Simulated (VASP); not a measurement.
A run of VASP 6.6.1:

File INCAR:

```
SYSTEM = Sn
PREC     = Accurate       ! precision mode
ENCUT    = 520            ! plane-wave cutoff, eV
EDIFF    = 1E-7           ! SCF threshold, eV
ISMEAR   = -1             ! smearing method
SIGMA    = 0.1            ! smearing width, eV
LREAL    = .False.        ! projectors in reciprocal space
LASPH    = .True.         ! aspherical terms in the spheres
NELM     = 100            ! most SCF steps
ALGO     = Normal         ! electronic algorithm
ISIF     = 2              ! what is computed and relaxed
LWAVE    = .False.        ! write WAVECAR
LCHARG   = .True.         ! write CHGCAR
GGA      = CA             ! functional
LELF     = .True.         ! ELF
LVHAR    = .True.       
NBANDS   = 21             ! bands
```

The input KPOINTS:

```
regular mesh
0
Gamma
  10 10 10
  0 0 0
```

POSCAR

```
Sn
1.0
   -2.8801845142      2.8801845142      1.5722595216
    2.8801845142     -2.8801845142      1.5722595216
    2.8801845142      2.8801845142     -1.5722595216
Sn
2
Direct
    0.0000000000      0.0000000000      0.0000000000
    0.7500000000      0.2500000000      0.5000000000
```

Potentials or basis: VASP PAW LDA potentials, release 64 (Sn_d).

Run with:

```console
$ cat potpaw_LDA.64/Sn_d/POTCAR > POTCAR
$ mpirun -np 1 vasp_std > vasp.out
```

Hardware: 1 thread of Intel(R) Xeon(R) Platinum 8259CL CPU @ 2.50GHz (Skylake/Cascade Lake), with other jobs on the host.

Task: Estimate the wall time of this run.

Result: It took 50 s on 1 thread of Intel(R) Xeon(R) Platinum 8259CL CPU @ 2.50GHz (Skylake/Cascade Lake), on a shared host, peak memory 0.21 GiB. Counts: scf iterations 11, k points 102.
